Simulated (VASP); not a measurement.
In2GaP3: relaxation of cell and atoms with PBE

The system is In2GaP3.

```xyz
6
Lattice="1.8247 -9.4400 0.0000 1.8247 9.4400 0.0000 0.0000 0.0000 3.6747" Properties=species:S:1:pos:R:3 pbc="T T T"
In    1.8247    6.9040    1.8373
In    1.8247   -6.9040    1.8373
Ga    0.0000    0.0000    0.0000
P     1.8247    0.0000    1.8373
P     1.8247    4.0402    0.0000
P     1.8247   -4.0402    0.0000
```

The cell was generated, and may not be a known phase.

```yaml
Program: VASP 6.6.1
Task: relaxation of cell and atoms
Functional: PBE
Potentials_or_basis: VASP PAW PBE potentials, release 64 (In_d, Ga_d, P)
Cutoff: 600 eV
k_mesh: 6 × 6 × 6
Occupations: gaussian, width 0.1 eV
Spin: no spin polarisation
Dipole_correction: no
Further_INCAR_settings: ALGO = Normal; EDIFF = 1e-06; IBRION = 2; EDIFFG = -0.04; NSW = 90; ISIF = 3
```

| Quantity | Value |
| --- | --- |
| Relaxed volume | 21.30 Å³/atom |
| Relaxed cell | a = 9.710 Å, b = 9.710 Å, c = 3.808 Å, α = 90.00°, β = 90.00°, γ = 159.15° |
| Space group after relaxing (to 0.1 Å) | Cmmm (No. 65) |
| Energy gained by relaxing | 13.1 meV/atom |
| Ionic steps | 11 |
| Pressure after relaxing | -0.1 GPa |
| Largest force after relaxing | 0.019 eV/Å |
| Band gap on the k mesh | zero (bands 27 and 28 overlap by 2.14 eV) |

Forces in eV/Å, atoms in the order of the input:
```
In   0.000  0.019  0.000
In   0.000 -0.019  0.000
Ga   0.000  0.000  0.000
P    0.000  0.000  0.000
P    0.000 -0.007  0.000
P    0.000  0.007  0.000
```

The path:
```
step  energy change (eV)  largest force (eV/Å)  pressure (GPa)  volume (Å³)
   1              0.0000                0.4994            0.22       126.60
   2             -0.0530                0.2117           -0.08       127.10
   3             -0.0720                0.0761           -0.35       127.56
   4             -0.0722                0.1054           -0.35       127.59
   5             -0.0752                0.0388            0.31       126.59
   6             -0.0753                0.0369            0.23       126.70
   7             -0.0768                0.0354            0.14       127.08
   8             -0.0780                0.0614           -0.08       127.96
   9             -0.0781                0.0520           -0.02       127.71
  10             -0.0782                0.0546           -0.03       127.77
  11             -0.0786                0.0193           -0.10       127.78
```

Final structure:
```
In Ga P
1.0
     1.75669   -9.55005    0.00000
     1.75669    9.55005    0.00000
     0.00000    0.00000    3.80826
In Ga P
2 1 3
Direct
  0.13347 0.86653 0.50000
  0.86653 0.13347 0.50000
  0.00000 0.00000 0.00000
  0.50000 0.50000 0.50000
  0.28862 0.71138 0.00000
  0.71138 0.28862 0.00000
```

Levels at points of the mesh, in eV from the Fermi level:
```csv
k point,band 25,band 26,band 27,band 28,band 29,band 30
"(0.00, 0.00, 0.00)",-1.33,-0.93,0.17,0.46,1.68,1.98
"(0.50, 0.00, 0.00)",-0.49,-0.46,-0.36,0.02,1.97,2.49
"(0.50, 0.50, 0.00)",-1.71,-1.30,0.61,0.73,0.77,1.84
"(0.00, 0.00, 0.50)",-1.57,-1.46,0.05,1.04,2.81,2.92
"(0.50, 0.00, 0.50)",-3.95,-2.60,-2.25,-1.00,-0.61,0.53
"(0.50, 0.50, 0.50)",-0.04,0.04,0.14,0.90,1.28,2.91
```

It took 76 min on 1 thread of AMD EPYC 7R13, with other jobs on the host, peak memory 0.6 GiB.

Caveat: spin-orbit coupling is left out, which moves the levels of the heavy elements.
